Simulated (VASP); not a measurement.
TaH, 2 atoms in the cell. The typed cell holds 2 atoms: a = 2.892 Å, b = 2.892 Å, c = 3.633 Å, α = 90.00°, β = 90.00°, γ = 120.00°. 

| Quantity | Value |
| --- | --- |
| Program | VASP 6.6.1 |
| Task | single point |
| Functional | PBE |
| Potentials or basis | VASP PAW PBE potentials, release 64 (Ta_pv, H) |
| Cutoff | 500 eV |
| k mesh | 7 × 7 × 6 |
| Occupations | gaussian, width 0.2 eV |
| Spin | no spin polarisation |
| Dipole correction | no |
| Further INCAR settings | ALGO = Normal; EDIFF = 1e-06; NBANDS = 13 |

Potentials or basis: VASP PAW PBE potentials, release 64 (Ta_pv, H).

Launch:

```console
$ cat potpaw_PBE.64/Ta_pv/POTCAR potpaw_PBE.64/H/POTCAR > POTCAR
$ mpirun -np 1 vasp_std > vasp.out
```

Hardware: 1 thread of AMD EPYC 7R43 64-Core Processor (Zen 3) (shared host).

How long does it take, and how much memory?

It took 15 s on 1 thread of AMD EPYC 7R43 64-Core Processor (Zen 3) (shared host), peak memory 0.11 GiB. Counts: scf iterations 11, k points 32.
